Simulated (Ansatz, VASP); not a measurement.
## Two plane-wave programs on Ir2Pt

```
CELL_PARAMETERS angstrom
0.00000 2.78538 2.78538
2.78538 0.00000 2.78538
2.78538 2.78538 0.00000
ATOMIC_POSITIONS crystal
Ir 0.25000 0.25000 0.25000
Ir 0.75000 0.75000 0.75000
Pt 0.00000 0.00000 0.00000
```

Change from the starting cell: species swapped into the Ga2Pt type (Fm-3m, No. 225).

Alike in both runs: task relaxation of cell and atoms; functional PBE; k mesh 6 × 6 × 6; occupations gaussian, width 0.1 eV; no spin polarisation.

```csv
,VASP,Ansatz
version,VASP 6.6.1,Ansatz 0.2.0
potentials or method,"VASP PAW PBE potentials, release 64 (Ir, Pt), cutoff 500 eV","scalar-relativistic, plane waves, PAW"
valence electrons in the cell,28,52
```

```csv
,VASP,Ansatz,Ansatz less VASP
"gap on the k mesh at the Fermi level, each at its own relaxed structure (eV)",none,none,-
relaxed volume (Å³/atom),17.63,17.62,-0.010
relaxed length of the cell vector where the two differ most in proportion (Å),4.213,4.212,-0.0008
```

A gap of «none» marks a metal or a gap that the smearing closes. VASP's potentials hold 28 valence electrons a cell and Ansatz's 52, so a difference there can come from the potentials and not from the codes.

Spin-orbit coupling is off throughout. Noted on VASP's run: the volume moved by over 15 % at a fixed basis, so the end points are rough.
